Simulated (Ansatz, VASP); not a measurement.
One calculation of SnSe2, two programs

Contents of INCAR:

```
SYSTEM = SnSe2
  PREC = Accurate
  ENCUT = 520
  EDIFF = 1E-6
  ISMEAR = 0
  SIGMA = 0.03
  LREAL = .FALSE.
  LASPH = .TRUE.
  NELM = 80
  ALGO = Normal
  ISIF = 2
  LWAVE = .FALSE.
  LCHARG = .FALSE.
  GGA = PE
  IVDW = 12
  NBANDS = 35
```

KPOINTS

```
regular mesh
0
G
  10 10 3
  0 0 0
```

The input POSCAR:

```
SnSe2
1.0
   -3.8390485956      0.0000000000      0.0000000000
   -1.9195242978     -3.3247136102      0.0000000000
    0.0000000000      0.0000000000     13.0232622210
Sn Se
2 4
Direct
    0.0000000000      0.0000000000      0.6924107426
    0.0000000000      0.0000000000      0.2308035809
    0.3333333333      0.3333333333      0.8148072645
    0.3333333333      0.3333333333      0.3532001028
    0.6666666667      0.6666666667      0.1084070590
    0.6666666667      0.6666666667      0.5700142207
```

Input for Ansatz:

```yaml
crystal:
  lattice:
    - [-3.8390485956, 0.0, 0.0]
    - [-1.9195242978, -3.3247136102, 0.0]
    - [0.0, 0.0, 13.023262221]
  atoms:
    - { symbol: Sn, position: [0.0, 0.0, 0.6924107426] }
    - { symbol: Sn, position: [0.0, 0.0, 0.2308035809] }
    - { symbol: Se, position: [0.3333333333, 0.3333333333, 0.8148072645] }
    - { symbol: Se, position: [0.3333333333, 0.3333333333, 0.3532001028] }
    - { symbol: Se, position: [0.6666666667, 0.6666666667, 0.108407059] }
    - { symbol: Se, position: [0.6666666667, 0.6666666667, 0.5700142207] }
basis:
  ecutwfc: 420
kpoints:
  mp_grid: { grid: [10, 10, 3] }
hamiltonian:
  xc: pbe
  dispersion: d3bj
scf:
  occupations: { method: gaussian, width: 0.03 }
output:
  forces: true
  stress: true
  eigenvalues: true
  write_density: true
  write_potential: true
  elf: true
  volumetric_format: npy
```

Alike in both runs: task single point; functional PBE; dispersion D3(BJ); k mesh 10 × 10 × 3; occupations gaussian, width 0.03 eV; no spin polarisation.

|  | VASP | Ansatz |
| --- | --- | --- |
| version | VASP 6.6.1 | Ansatz 0.2.0 |
| potentials or method | VASP PAW PBE potentials, release 64 (Sn_d, Se), cutoff 520 eV | scalar-relativistic, plane waves, PAW |
| valence electrons in the cell | 52 | 92 |

VASP gave:

```
gap on the k mesh at the Fermi level (eV)                     : 0.66
least direct gap on the mesh (eV)                             : 0.94
pressure (GPa)                                                : -0.3
traceless stress, the component that is largest in VASP (GPa) : -0.18
rms of the force components (eV/Å)                            : 0.037
```

Which values does Ansatz return?

gap on the k mesh at the Fermi level (eV): 0.67; least direct gap on the mesh (eV): 0.94; pressure (GPa): -0.4; traceless stress, the component that is largest in VASP (GPa): -0.19; rms of the force components (eV/Å): 0.031.

Atom by atom the forces differ by 0.007 eV/Å (rms over components). VASP's potentials hold 52 valence electrons a cell and Ansatz's 92, so a difference there can come from the potentials and not from the codes.
